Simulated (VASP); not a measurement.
Runs of VASP 6.6.1 on SrO. The structure is that of space group P6_3/mmc (No. 194), or close to it. The cells are those of the table. 

```csv
task,cell,k mesh,cutoff (eV),gap on the mesh (eV),pressure (GPa),relaxed volume (Å³/atom),largest force (eV/Å)
single point,"a = 4.290, b = 4.290, c = 5.183 Å, angles 90.0, 90.0, 120.0°, 4 atoms",6 × 6 × 6,520,(b),0.4,-,0.01
relaxation of cell and atoms,"relaxed from a = 3.553, b = 3.553, c = 6.217 Å, angles 90.0, 90.0, 120.0°, 4 atoms",6 × 6 × 4,600,2.94,0.0,(a),-
single point,"a = 3.577, b = 3.577, c = 6.243 Å, angles 90.0, 90.0, 120.0°, 4 atoms",6 × 6 × 4,520,(c),0.5,-,-
relaxation of cell and atoms,"relaxed from a = 4.275, b = 4.275, c = 5.156 Å, angles 90.0, 90.0, 120.0°, 4 atoms",6 × 6 × 6,600,2.58,0.0,20.78,0.01
```

Alike in all rows: level PBE; potentials or basis VASP PAW PBE potentials, release 64 (Sr_sv, O); no spin polarisation; smearing gaussian 0.02 eV.

**Question.** Estimate the missing entries.

**Answer.** (a) 17.39; (b) 2.59; (c) 2.97.

A k mesh can miss the band edges, and the runs leave out spin-orbit coupling on Sr.
